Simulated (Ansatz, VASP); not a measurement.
Two plane-wave programs on Ga3As3CO

Contents of INCAR:

```
SYSTEM = Ga3As3CO
PREC     = Accurate       ! precision mode
ENCUT    = 520            ! plane-wave cutoff, eV
EDIFF    = 1E-7           ! SCF threshold, eV
ISMEAR   = 0              ! smearing method
SIGMA    = 0.05           ! smearing width, eV
LREAL    = .False.        ! projectors in reciprocal space
LASPH    = .True.         ! aspherical terms in the spheres
NELM     = 100            ! most SCF steps
ALGO     = Normal         ! electronic algorithm
ISIF     = 2              ! what is computed and relaxed
LWAVE    = .False.        ! write WAVECAR
LCHARG   = .True.         ! write CHGCAR
LDIPOL   = .True.       
IDIPOL   = 3            
DIPOL    = 0.5 0.5 0.320
GGA      = PE             ! functional
IVDW     = 12             ! dispersion correction
LELF     = .True.         ! ELF
LVHAR    = .True.       
LVACPOTAV= .True.       
NBANDS   = 42             ! bands
```

File KPOINTS:

```
regular mesh
0
Gamma
  7 5 1
  0 0 0
```

File POSCAR:

```
Ga3As3CO
1.0
    4.0137031111      0.0000000000      0.0000000000
    0.0000000000      5.6762333751      0.0000000000
    0.0000000000      0.0000000000     23.3352699083
Ga As O C
3 3 1 1
Direct
    0.5000000000      0.5000000000      0.1714143447
    0.0000000000      0.0653835255      0.2680035048
    0.5000000000      0.4894639609      0.3228546357
    0.0000000000      0.2500000000      0.1714143447
    0.5000000000      0.8102208698      0.2504948966
    0.0000000000      0.2887573198      0.3593388866
    0.5000000000      0.4554239865      0.4836142866
    0.5000000000      0.4554239865      0.5328959107
```

Input for Ansatz:

```yaml
crystal:
  lattice:
    - [4.0137031111, 0.0, 0.0]
    - [0.0, 5.6762333751, 0.0]
    - [0.0, 0.0, 23.3352699083]
  atoms:
    - { symbol: Ga, position: [0.5, 0.5, 0.1714143447] }
    - { symbol: As, position: [0.0, 0.25, 0.1714143447] }
    - { symbol: Ga, position: [0.0, 0.0653835255, 0.2680035048] }
    - { symbol: As, position: [0.5, 0.8102208698, 0.2504948966] }
    - { symbol: Ga, position: [0.5, 0.4894639609, 0.3228546357] }
    - { symbol: As, position: [0.0, 0.2887573198, 0.3593388866] }
    - { symbol: O, position: [0.5, 0.4554239865, 0.4836142866] }
    - { symbol: C, position: [0.5, 0.4554239865, 0.5328959107] }
basis:
  ecutwfc: 420
kpoints:
  mp_grid: { grid: [7, 5, 1] }
hamiltonian:
  xc: pbe
  pseudopotentials: { kind: paw, azcp: { folder: soft_1 } }
  dispersion: d3bj
scf:
  occupations: { method: gaussian, width: 0.05 }
output:
  forces: true
  eigenvalues: true
efield:
  axis: 3
  dipole_correction: true
  ramp_width: 0.04
```

Alike in both runs: task single point; functional PBE; dispersion D3(BJ); k mesh 7 × 5 × 1; occupations gaussian, width 0.05 eV; no spin polarisation.

```csv
,VASP,Ansatz
version,VASP 6.6.1,Ansatz 0.2.0
potentials or method,"VASP PAW PBE potentials, release 64 (Ga_d, As, O, C), cutoff 520 eV","scalar-relativistic, plane waves, PAW"
valence electrons in the cell,64,94
```

```csv
,VASP,Ansatz,Ansatz less VASP
gap on the k mesh at the Fermi level (eV),0.41,0.42,+0.007
least direct gap on the mesh (eV),0.75,0.75,+0.003
rms of the force components (eV/Å),0.379,0.544,+0.1655
```

One of these differences is far larger than is usual between the two programs; its cause wasn't traced. VASP's potentials hold 64 valence electrons a cell and Ansatz's 94, so a difference there can come from the potentials and not from the codes.

Noted on VASP's run: the standard files for N, O and F lose accuracy on very short bonds.
